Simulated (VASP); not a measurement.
# In4Ru (I4/m) in VASP: a series of runs

The runs below take In4Ru through single point, relaxation of cell and atoms, with PBE.

All numbers are computed with VASP 6.6.1; they aren't measurements. Logs are shortened: lines on timing, memory, paths and dates and some standing lists are left out, and cuts for length are marked.

### Step 1. The cell of the first run

Symmetry: I4/m, No. 87, tetragonal system. Conventional cell: a = 7.056 Å, b = 7.056 Å, c = 4.267 Å, α = 90.00°, β = 90.00°, γ = 90.00°. Within 3.9 Å of In (site symmetry m) lie 9 In at 2.98 to 3.36 Å and 3 Ru at 3.04 to 3.15 Å. Ru (site symmetry 4/m) has 12 In at 3.04 to 3.15 Å within 4.0 Å.

### Step 2. Single point, PBE

INCAR

```
ALGO     = Normal         # electronic algorithm
EDIFF    = 1E-6           # SCF threshold, eV
ENCUT    = 520            # plane-wave cutoff, eV
GGA      = PE             # functional
ISIF     = 2              # what is computed and relaxed
ISMEAR   = 0              # smearing method
LASPH    = T              # aspherical terms in the spheres
LCHARG   = F              # write CHGCAR
LREAL    = F              # projectors in reciprocal space
LWAVE    = F              # write WAVECAR
NBANDS   = 41             # bands
NELM     = 100            # most SCF steps
PREC     = Accurate       # precision mode
SIGMA    = 0.2            # smearing width, eV
```

KPOINTS

```
k-points
0
Gamma
  4 4 4
```

POSCAR

```
In4Ru
1.0
   -3.5277831209      3.5277831209      2.1333853832
    3.5277831209     -3.5277831209      2.1333853832
    3.5277831209      3.5277831209     -2.1333853832
In Ru
4 1
Direct
    0.3922393186      0.7874532715      0.1796925901
    0.2125467285      0.3922393186      0.6047860471
    0.7874532715      0.6077606814      0.3952139529
    0.6077606814      0.2125467285      0.8203074099
    0.0000000000      0.0000000000      0.0000000000
```

Potentials or basis: VASP PAW PBE potentials, release 64 (In_d, Ru_pv).

Started as:

```sh
cat potpaw_PBE.64/In_d/POTCAR potpaw_PBE.64/Ru_pv/POTCAR > POTCAR
mpirun -np 1 vasp_std > vasp.out
```

OUTCAR:

```text
EDIFF = 1E-6
   ENCUT = 520
   GGA = PE
   ISIF = 2
   ISMEAR = 0
   LASPH = T
   LREAL = F
   NELM = 100
   PREC = Accurate

 ion  position               nearest neighbor table
   1  0.392  0.787  0.180-   4 2.98   4 2.98   5 3.04   5 3.04   3 3.06   2 3.06   5 3.15   2 3.19
                             3 3.19   3 3.19   2 3.19   4 3.36
   2  0.213  0.392  0.605-   3 2.98   3 2.98   5 3.04   5 3.04   4 3.06   1 3.06   5 3.15   1 3.19
                             1 3.19   4 3.19   4 3.19   3 3.36
   3  0.787  0.608  0.395-   2 2.98   2 2.98   5 3.04   5 3.04   1 3.06   4 3.06   5 3.15   4 3.19
                             1 3.19   1 3.19   4 3.19   2 3.36
   4  0.608  0.213  0.820-   1 2.98   1 2.98   5 3.04   5 3.04   2 3.06   3 3.06   5 3.15   3 3.19
                             2 3.19   3 3.19   2 3.19   1 3.36
   5  0.000  0.000  0.000-   3 3.04   4 3.04   1 3.04   2 3.04   3 3.04   4 3.04   1 3.04   2 3.04
                             3 3.15   2 3.15   1 3.15   4 3.15

  LATTYP: Found a body centered tetragonal cell.
 ALAT       =     7.0555662418
 C/A-ratio  =     0.6047382478

  Lattice vectors:

 A1 = (  -3.5277831209,   3.5277831209,   2.1333853832)
 A2 = (   3.5277831209,  -3.5277831209,   2.1333853832)
 A3 = (   3.5277831209,   3.5277831209,  -2.1333853832)

Analysis of symmetry for initial positions (statically):
=====================================================================
 Subroutine PRICEL returns:
 Original cell was already a primitive cell.

 Routine SETGRP: Setting up the symmetry group for a
 body centered tetragonal supercell.

 Subroutine GETGRP returns: Found  8 space group operations
 (whereof  8 operations were pure point group operations)
 out of a pool of 16 trial point group operations.

The static configuration has the point symmetry C_4h.

Analysis of symmetry for dynamics (positions and initial velocities):
=====================================================================
 Subroutine PRICEL returns:
 Original cell was already a primitive cell.

 Routine SETGRP: Setting up the symmetry group for a
 body centered tetragonal supercell.

 Subroutine GETGRP returns: Found  8 space group operations
 (whereof  8 operations were pure point group operations)
 out of a pool of 16 trial point group operations.

The dynamic configuration has the point symmetry C_4h.

 Subroutine INISYM returns: Found  8 space group operations
 (whereof  8 operations are pure point group operations),
 and found     1 'primitive' translations

[... 88 lines left out ...]
   NELM   =    100;   NELMIN=  2; NELMDL= -5     # of ELM steps
   EDIFF  = 0.1E-05   stopping-criterion for ELM
   LREAL  =      F    real-space projection
   EDIFFG = 0.1E-04   stopping-criterion for IOM
   NSW    =      0    number of steps for IOM
   IBRION =     -1    ionic relax: 0-MD 1-quasi-New 2-CG
   NFREE  =      0    steps in history (QN), initial steepest desc. (CG)
   ISIF   =      2    stress and relaxation
   ISYM   =      2    0-nonsym 1-usesym 2-fastsym
   POTIM  = 0.5000    time-step for ionic-motion
   TEBEG  =    0.0;   TEEND  =   0.0 temperature during run
   PSTRESS=    0.0 pullay stress
   NELECT =      66.0000    total number of electrons
   NUPDOWN=      -1.0000    fix difference up-down
   EMIN   =  10.00;   EMAX   =-10.00  energy-range for DOS
   EFERMI =   0.00;   METHOD = LEGACY
   ISMEAR =     0;   SIGMA  =   0.20  broadening in eV -4-tet -1-fermi 0-gaus
   EFERMI_NEDOS =   21; number of points for ismear=-14 and -15
   IALGO  =     38    algorithm
   IMIX   =      4    mixing-type and parameters
     AMIX     =   0.40;   BMIX     =  1.00
     AMIX_MAG =   1.60;   BMIX_MAG =  1.00
  volume/ion in A,a.u.               =      21.24       143.34
  Fermi-wavevector in a.u.,A,eV,Ry     =   1.397049  2.640041 26.555134  1.951747
  Thomas-Fermi vector in A             =   2.520344
   LORBIT       =      0    0 simple, 1 ext, 2 COOP (PROOUT), +10 PAW based schemes
   GGA     = PE    functional components
   LHFCALC =     F    Hartree Fock is set to
   AEXX    =    0.0000 exact exchange contribution
   IVDW    =     0    specifies the selected vdW correction
   LEPSILON=     F    determine dielectric tensor
   LRPA    =     F    only Hartree local field effects (RPA)
 non-spin polarized calculation
 Gauss-broadening in eV      SIGMA  =   0.20
  energy-cutoff  :      520.00
  volume of cell :      106.20
 maximum number of plane-waves:      2876
   NGX = 21   NGY = 21   NGZ = 21

 number of electron      65.9999978 magnetization

 Free energy of the ion-electron system (eV)
  ---------------------------------------------------
  ext. energy  EPLUGINS =         0.00000000
  ---------------------------------------------------
  free energy    TOTEN  =       -18.30754780 eV

  energy without entropy =      -18.23802528  energy(sigma->0) =      -18.27278654

 E-fermi :   9.4101     XC(G=0): -11.3134

 val. band max:        9.3741604544   @ k =  -0.2500   0.5000   0.0000
 cond. band min:       9.4643629062   @ k =   0.5000   0.2500   0.0000
 fundamental gap:      0.0902024518
 Fermi energy:         9.4101212619

 k-point     1 :       0.0000    0.0000    0.0000
  band No.  band energies     occupation
      1     -32.5998      2.00000
      2     -32.5998      2.00000
      3     -32.5118      2.00000
      4      -5.6797      2.00000
      5      -5.6797      2.00000
      6      -5.6381      2.00000
[... 605 lines left out ...]
     40      14.6312      0.00000
     41      15.6914      0.00000

------------------------ aborting loop because EDIFF is reached ----------------------------------------

  FORCE on cell =-STRESS in cart. coord.  units (eV):
  Direction    XX          YY          ZZ          XY          YZ          ZX
  --------------------------------------------------------------------------------------
  -------------------------------------------------------------------------------------
  Total       -0.0321288     -0.0321288     -0.2861135      0.0000003     -0.0000000      0.0000000
  in kB       -0.4846991     -0.4846991     -4.3163423      0.0000041     -0.0000000      0.0000000
  external PRESSURE =      -1.7619135 kB  Pullay stress =       0.0000000 kB

 VOLUME and BASIS-vectors are now :
 -----------------------------------------------------------------------------
  energy-cutoff  :      520.00
  volume of cell :      106.20
      direct lattice vectors                 reciprocal lattice vectors
    -3.527783121  3.527783121  2.133385383     0.000000000  0.141732069  0.234369282
     3.527783121 -3.527783121  2.133385383     0.141732069  0.000000000  0.234369282
     3.527783121  3.527783121 -2.133385383     0.141732069  0.141732069  0.000000000

 POSITION                                       TOTAL-FORCE (eV/Angst)
 -----------------------------------------------------------------------------------
      2.02815     -0.76031      2.13339        -0.019663      0.015885     -0.000000
      2.76747      1.49964     -0.00000         0.015885      0.019663      0.000000
      0.76031      2.02815      2.13339        -0.015885     -0.019663     -0.000000
      1.49964      4.28810      0.00000         0.019663     -0.015885      0.000000
      0.00000      0.00000      0.00000        -0.000000      0.000000      0.000000
 -----------------------------------------------------------------------------------
    total drift:                                0.000000      0.000000     -0.000000

  FREE ENERGIE OF THE ION-ELECTRON SYSTEM (eV)
  ---------------------------------------------------
  free  energy   TOTEN  =       -18.3075478039 eV

  energy  without entropy=      -18.2380252765  energy(sigma->0) =      -18.27278654
```

Wall time 56 s (1 thread of AMD EPYC 9R14 (Zen 4), shared host); peak memory 0.23 GiB.

Results:

| Quantity | Value |
| --- | --- |
| Free energy | -18.3075 eV |
| Pressure | -0.2 GPa |
| Largest force | 0.025 eV/Å |
| Band gap on the k mesh | zero (band 33 reaches 9.89 eV, above the bottom of band 34 at 9.35 eV) |

Forces on the atoms (eV/Å):
```
In  -0.020  0.016  0.000
In   0.016  0.020  0.000
In  -0.016 -0.020  0.000
In   0.020 -0.016  0.000
Ru   0.000  0.000  0.000
```

Caveat: the k points lie up to 0.43 Å⁻¹ apart; spin-orbit coupling is left out, which moves the levels of the heavy elements.

### Step 3. Relaxation of cell and atoms, PBE

This run uses another cell than the first one, of 21.99 Å³/atom, 1.035 times its volume.

INCAR

```
SYSTEM = In4Ru
ALGO = Normal
EDIFF = 1E-7
EDIFFG = -0.08
ENCUT = 600
GGA = PE
IBRION = 2
ISIF = 3
ISMEAR = 0
LASPH = .TRUE.
LCHARG = .FALSE.
LREAL = .FALSE.
LWAVE = .FALSE.
NELM = 80
NSW = 36
PREC = Accurate
SIGMA = 0.2
```

KPOINTS

```
k-points
0
G
  4 4 4
  0 0 0
```

POSCAR

```
In4Ru
1.0
   -3.5350000000      3.5350000000      2.2000000000
    3.5350000000     -3.5350000000      2.2000000000
    3.5350000000      3.5350000000     -2.2000000000
In Ru
4 1
Direct
    0.4000000000      0.8000000000      0.2000000000
    0.2000000000      0.4000000000      0.6000000000
    0.8000000000      0.6000000000      0.4000000000
    0.6000000000      0.2000000000      0.8000000000
    0.0000000000      0.0000000000      0.0000000000
```

Potentials or basis: VASP PAW PBE potentials, release 64 (In_d, Ru_pv).

Started as:

```sh
cat potpaw_PBE.64/In_d/POTCAR potpaw_PBE.64/Ru_pv/POTCAR > POTCAR
mpirun -np 1 vasp_std > vasp.out
```

OUTCAR:

```text
SYSTEM = In4Ru
   EDIFF = 1E-7
   EDIFFG = -0.08
   ENCUT = 600
   GGA = PE
   IBRION = 2
   ISIF = 3
   ISMEAR = 0
   LASPH = .TRUE.
   LREAL = .FALSE.
   NELM = 80
   NSW = 36
   PREC = Accurate

 ion  position               nearest neighbor table
   1  0.400  0.800  0.200-   2 3.14   5 3.14   3 3.14   4 3.14   2 3.14   5 3.14   3 3.14   4 3.14
                             3 3.16   4 3.16   5 3.16   2 3.16
   2  0.200  0.400  0.600-   3 3.14   3 3.14   5 3.14   5 3.14   1 3.14   4 3.14   1 3.14   4 3.14
                             4 3.16   5 3.16   1 3.16   3 3.16
   3  0.800  0.600  0.400-   2 3.14   2 3.14   5 3.14   5 3.14   4 3.14   1 3.14   4 3.14   1 3.14
                             1 3.16   5 3.16   4 3.16   2 3.16
   4  0.600  0.200  0.800-   5 3.14   3 3.14   2 3.14   1 3.14   3 3.14   5 3.14   2 3.14   1 3.14
                             2 3.16   1 3.16   5 3.16   3 3.16
   5  0.000  0.000  0.000-   3 3.14   2 3.14   3 3.14   2 3.14   4 3.14   1 3.14   1 3.14   4 3.14
[... 191 lines left out ...]
  Total       -1.5720499     -1.5720499     -2.3032213     -0.0000000     -0.0000000      0.0000000
  in kB      -22.9042148    -22.9042148    -33.5571240     -0.0000006     -0.0000000      0.0000000
  external PRESSURE =     -26.4551846 kB  Pullay stress =       0.0000000 kB
[... 143 lines left out ...]
--------------------------------------- Ionic step        5  -------------------------------------------

 number of electron      65.9999993 magnetization

 Free energy of the ion-electron system (eV)
  ---------------------------------------------------
  ext. energy  EPLUGINS =         0.00000000
  ---------------------------------------------------
  free energy    TOTEN  =       -18.30794472 eV

  energy without entropy =      -18.23954635  energy(sigma->0) =      -18.27374554

 E-fermi :   9.4674     XC(G=0): -11.3348

 val. band max:        9.4343618601   @ k =  -0.2500   0.5000   0.0000
 cond. band min:       9.5264275136   @ k =   0.5000   0.2500   0.0000
 fundamental gap:      0.0920656535
 Fermi energy:         9.4673821139

 k-point     1 :       0.0000    0.0000    0.0000
  band No.  band energies     occupation
      1     -32.5502      2.00000
      2     -32.5502      2.00000
      3     -32.4624      2.00000
      4      -5.6366      2.00000
      5      -5.6366      2.00000
      6      -5.5929      2.00000
[... 609 lines left out ...]
  FREE ENERGIE OF THE ION-ELECTRON SYSTEM (eV)
  ---------------------------------------------------
  free  energy   TOTEN  =       -18.3079447213 eV

  energy  without entropy=      -18.2395463514  energy(sigma->0) =      -18.27374554

 reached required accuracy - stopping structural energy minimisation
```

OSZICAR:

```text
N       E                     dE             d eps       ncg     rms          rms(c)
DAV:   1     0.821970817312E+03    0.82197E+03   -0.34780E+04  1092   0.265E+03
DAV:   2     0.713588227849E+02   -0.75061E+03   -0.73606E+03  1092   0.646E+02
DAV:   3    -0.140362552920E+02   -0.85395E+02   -0.82926E+02  1213   0.232E+02
[... 61 lines left out ...]
DAV:   7    -0.183079452917E+02   -0.58943E-05   -0.11647E-04  1536   0.102E-01    0.301E-02
DAV:   8    -0.183079448689E+02    0.42277E-06   -0.10729E-05  1289   0.367E-02    0.611E-03
DAV:   9    -0.183079446100E+02    0.25892E-06   -0.79487E-07  1340   0.735E-03    0.257E-03
DAV:  10    -0.183079447141E+02   -0.10414E-06   -0.58764E-08   686   0.219E-03    0.714E-04
DAV:  11    -0.183079447213E+02   -0.72432E-08   -0.20016E-08   609   0.144E-03
   5 F= -.18307945E+02 E0= -.18273746E+02  d E =-.696823E-01
```

CONTCAR:

```text
In4Ru
   1.00000000000000
    -3.5234678853262165    3.5234678931488048    2.1296567786125133
     3.5234678853262165   -3.5234678931488048    2.1296567786125133
     3.5234678931488048    3.5234678853262165   -2.1296567786125133
  In              Ru
     4     1
Direct
     0.3917916481154167    0.7871118402176014    0.1789034883330251
     0.2128881597823986    0.3917916481154167    0.6046798078978152
     0.7871118402176014    0.6082083518845833    0.3953201921021847
     0.6082083518845833    0.2128881597823986    0.8210965116669749
     0.0000000000000000    0.0000000000000000    0.0000000000000000

  0.00000000E+00  0.00000000E+00  0.00000000E+00
  0.00000000E+00  0.00000000E+00  0.00000000E+00
  0.00000000E+00  0.00000000E+00  0.00000000E+00
  0.00000000E+00  0.00000000E+00  0.00000000E+00
  0.00000000E+00  0.00000000E+00  0.00000000E+00
```

Run time: 6.8 min. Hardware: 1 thread of Intel Xeon Platinum 8259CL at 2.50GHz (Skylake/Cascade Lake), shared host; peak memory 0.37 GiB.

Results:

| Property | Result |
| --- | --- |
| Free energy | -18.3079 eV |
| Relaxed volume | 21.15 Å³/atom |
| Relaxed cell | a = 5.419 Å, b = 5.419 Å, c = 5.419 Å, α = 98.88°, β = 98.88°, γ = 133.72° |
| Space group after relaxing (to 0.05 Å) | I4/m (No. 87) |
| Energy gained by relaxing | 43.0 meV/atom |
| Ionic steps | 5 |
| Pressure after relaxing | 0.2 GPa |
| Largest force after relaxing | 0.038 eV/Å |
| Band gap on the k mesh | zero (band 33 reaches 9.97 eV, above the bottom of band 34 at 9.39 eV) |

Forces in eV/Å, atoms in the order of the input:
```
In   0.006  0.037  0.000
In   0.037 -0.006  0.000
In  -0.037  0.006  0.000
In  -0.006 -0.037  0.000
Ru   0.000  0.000  0.000
```

Step by step:
```tsv
step	energy change (eV)	largest force (eV/Å)	pressure (GPa)	volume (Å³)
1	0.0000	0.7904	-2.65	109.97
2	-0.1394	0.4994	0.88	104.29
3	-0.1455	0.4118	2.01	102.90
4	-0.2058	0.1218	0.80	104.67
5	-0.2152	0.0379	0.22	105.76
```

Final structure:
```
In Ru
1.0
    -3.52347    3.52347    2.12966
     3.52347   -3.52347    2.12966
     3.52347    3.52347   -2.12966
In Ru
4 1
Cartesian
  2.0233 -0.7625 2.1297
  2.7609 1.5002 0.0000
  0.7625 2.0233 2.1297
  1.5002 4.2860 0.0000
  0.0000 0.0000 0.0000
```

Caveat: the k points lie up to 0.43 Å⁻¹ apart in the final cell; spin-orbit coupling is left out, which moves the levels of the heavy elements; the relaxation stopped at a loose force limit of 0.08 eV/Å, so its end isn't a converged minimum.
